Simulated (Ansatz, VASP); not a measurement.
**Two plane-wave programs on Ir**

The input INCAR:

```
PREC = Accurate
ENCUT = 520
EDIFF = 1E-7
ISMEAR = 0
SIGMA = 0.15
LREAL = False
LASPH = True
NELM = 80
ALGO = Normal
ISIF = 2
LWAVE = False
LCHARG = True
GGA = PS
LELF = True
LVHAR = True
NBANDS = 16
```

Contents of KPOINTS:

```
Automatic mesh
0
Gamma
  18 18 12
```

POSCAR

```
Ir
1.0
    2.7926485630      0.0000000000      0.0000000000
   -1.3963242815      2.4185045994      0.0000000000
    0.0000000000      0.0000000000      4.5292243500
Ir
2
Direct
    0.6666666667      0.3333333333      0.7500000000
    0.3333333333      0.6666666667      0.2500000000
```

Input for Ansatz:

```yaml
crystal:
  lattice:
    - [2.792648563, 0.0, 0.0]
    - [-1.3963242815, 2.4185045994, 0.0]
    - [0.0, 0.0, 4.52922435]
  atoms:
    - { symbol: Ir, position: [0.6666666667, 0.3333333333, 0.75] }
    - { symbol: Ir, position: [0.3333333333, 0.6666666667, 0.25] }
basis:
  ecutwfc: 420
kpoints:
  mp_grid: { grid: [18, 18, 12] }
hamiltonian:
  xc: pbesol
scf:
  occupations: { method: gaussian, width: 0.15 }
output:
  forces: true
  stress: true
  eigenvalues: true
```

Change from the starting cell: strain +0.015 along x and y, +0.015 along z, atoms carried along.

Alike in both runs: task single point; functional PBEsol; k mesh 18 × 18 × 12; occupations gaussian, width 0.15 eV; no spin polarisation.

|  | VASP | Ansatz |
| --- | --- | --- |
| version | VASP 6.6.1 | Ansatz 0.2.0 |
| potentials or method | VASP PAW PBE potentials, release 64 (Ir), cutoff 520 eV | scalar-relativistic, plane waves, PAW |
| valence electrons in the cell | 18 | 34 |

```csv
,VASP,Ansatz,Ansatz less VASP
gap on the k mesh at the Fermi level (eV),none,none,-
pressure (GPa),-24.6,-25.1,-0.52
"traceless stress, the component that is largest in VASP (GPa)",-0.35,-0.37,-0.022
```

VASP's potentials were made for PBE, not for PBEsol. A gap of «none» marks a metal or a gap that the smearing closes. The functional is the same, so the differences come from potentials, cutoffs and numerics. VASP's potentials hold 18 valence electrons a cell and Ansatz's 34, so a difference there can come from the potentials and not from the codes.

Spin-orbit coupling is off throughout.
